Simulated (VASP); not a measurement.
A run of VASP 6.6.1 is set up as follows.

The input INCAR:

```
ALGO     = Normal         # electronic algorithm
EDIFF    = 1E-6           # SCF threshold, eV
ENCUT    = 520            # plane-wave cutoff, eV
GGA      = PE             # functional
ISIF     = 2              # what is computed and relaxed
ISMEAR   = -1             # smearing method
LASPH    = True           # aspherical terms in the spheres
LCHARG   = True           # write CHGCAR
LELF     = True           # ELF
LREAL    = Auto         
LVHAR    = True         
LWAVE    = False          # write WAVECAR
NBANDS   = 268            # bands
NELECT   = 470.0        
NELM     = 60             # most SCF steps
PREC     = Accurate       # precision mode
SIGMA    = 0.01           # smearing width, eV
```

Contents of KPOINTS:

```
k-points
0
Gamma
  1 1 1
```

Contents of POSCAR:

```
LiTe36Mo18
1.0
   10.4191193500      0.0000000000      0.0000000000
   -5.2095596700      9.0232220400      0.0000000000
    0.0000000000      0.0000000000     13.7729284500
Te Mo Li
36 18 1
Direct
    0.1105525244      0.2224546832      0.6165665516
    0.2211180630      0.1087171518      0.1238818604
    0.2221974864      0.1109188043      0.3830241346
    0.1082017790      0.2213160655      0.8756131308
    0.1110247029      0.5568742493      0.6168595902
    0.2210368527      0.4469338095      0.1239448826
    0.2221698984      0.4457744675      0.3829921878
    0.1117837114      0.5561080042      0.8793947521
    0.1110898262      0.8886386664      0.6169595690
    0.2224230899      0.7784680427      0.1200062141
    0.2231297944      0.7788093841      0.3830388010
    0.1117763053      0.8900277489      0.8793385549
    0.4454185796      0.2224674281      0.6164748500
    0.5558494404      0.1120543189      0.1203261170
    0.5565662437      0.1113650973      0.3826503578
    0.4465778073      0.2213443259      0.8757776564
    0.4454547215      0.5573553413      0.6165570402
    0.5593288118      0.4468912526      0.1238290031
    0.5570789788      0.4457711427      0.3830831634
    0.4466271748      0.5597121491      0.8756296124
    0.4443862604      0.8894121151      0.6165894952
    0.5558888788      0.7782407403      0.1202824807
    0.5565598529      0.7796168562      0.3827085880
    0.4452824296      0.8898373513      0.8795250076
    0.7784820931      0.2235248109      0.6165774425
    0.8897201495      0.1120632957      0.1202312933
    0.8883418955      0.1114046618      0.3827419869
    0.7780472766      0.2226215858      0.8795380041
    0.7793055789      0.5568380095      0.6169608033
    0.8894865503      0.4455335336      0.1200412103
    0.8891504984      0.4448101778      0.3830072899
    0.7778767909      0.5561241847      0.8793048656
    0.7784936867      0.8894309554      0.6164942358
    0.8895263709      0.7784411122      0.1200918168
    0.8891833518      0.7788215749      0.3829804982
    0.7780649903      0.8898441116      0.8795599312
    0.1102846889      0.2223764406      0.2527686115
    0.2221887268      0.1106999247      0.7468230186
    0.1105175466      0.5575109399      0.2519098979
    0.2220586341      0.4458922746      0.7467938309
    0.1106395283      0.8876468920      0.2518981357
    0.2229134004      0.7785649039      0.7484401039
    0.4455719510      0.2225261654      0.2527816806
    0.5570065532      0.1109118224      0.7476391849
    0.4456112123      0.5575838628      0.2527672319
    0.5571791520      0.4457177250      0.7468153949
    0.4445500873      0.8894241951      0.2512346603
    0.5571607437      0.7807003938      0.7476179839
    0.7785157689      0.2233218900      0.2512152018
    0.8871721631      0.1107547831      0.7476099246
    0.7802820972      0.5573465861      0.2519257987
    0.8893362118      0.4449620083      0.7484295034
    0.7784120901      0.8896176958      0.2512438086
    0.8891872425      0.7787514226      0.7484232593
    0.3336264906      0.3344296513     -0.0003533018
```

Potentials or basis: VASP PAW PBE potentials, release 64 (Te, Mo_sv, Li_sv).

Run with:

```bash
$ cat potpaw_PBE.64/Te/POTCAR potpaw_PBE.64/Mo_sv/POTCAR potpaw_PBE.64/Li_sv/POTCAR > POTCAR
$ mpirun -np 1 vasp_gam > vasp.out
```

**Question.** What does it give for the largest force?

**Answer.** 0.017 eV/Å.

Forces in eV/Å, atoms in the order of the input:
```
Te   0.001  0.011 -0.006
Te  -0.002  0.002 -0.016
Te   0.006  0.004  0.007
Te   0.005  0.000  0.014
Te   0.005 -0.003 -0.006
Te   0.001 -0.007 -0.014
Te  -0.002  0.001  0.009
Te   0.000  0.001  0.015
Te   0.007 -0.007 -0.005
Te  -0.001 -0.002 -0.012
Te  -0.002  0.003  0.010
Te   0.002  0.001  0.010
Te  -0.004 -0.001 -0.007
Te   0.003  0.001 -0.010
Te  -0.001  0.001  0.010
Te  -0.007  0.000  0.014
Te  -0.003 -0.001 -0.011
Te  -0.004 -0.001 -0.016
Te  -0.001  0.002  0.012
Te  -0.001 -0.006  0.012
Te   0.001  0.003 -0.009
Te  -0.002 -0.005 -0.012
Te   0.001 -0.004  0.012
Te  -0.001  0.000  0.008
Te   0.001 -0.003 -0.007
Te  -0.005  0.006 -0.012
Te  -0.006  0.007  0.004
Te  -0.004  0.003  0.008
Te  -0.002  0.004 -0.013
Te  -0.001  0.002 -0.009
Te   0.003  0.000  0.014
Te   0.000  0.000  0.013
Te   0.001 -0.003 -0.003
Te   0.002 -0.002 -0.017
Te   0.000 -0.001  0.004
Te  -0.003 -0.002  0.011
Mo   0.003 -0.002 -0.004
Mo   0.000 -0.001  0.007
Mo   0.004 -0.003  0.000
Mo  -0.001  0.000  0.005
Mo  -0.001  0.002  0.001
Mo  -0.002  0.005  0.000
Mo   0.003 -0.005 -0.005
Mo   0.005 -0.002  0.004
Mo   0.001  0.001 -0.002
Mo   0.004  0.001  0.005
Mo   0.003  0.006 -0.009
Mo   0.000  0.001  0.002
Mo  -0.005 -0.005 -0.006
Mo   0.001  0.001  0.004
Mo  -0.001 -0.001 -0.002
Mo  -0.005  0.000  0.001
Mo  -0.002  0.001 -0.009
Mo   0.003 -0.001 -0.001
Li   0.003 -0.004  0.006
```

Caveat: the k points lie up to 0.70 Å⁻¹ apart; the cell carries a net charge on a neutralising background, which shifts energy and pressure.
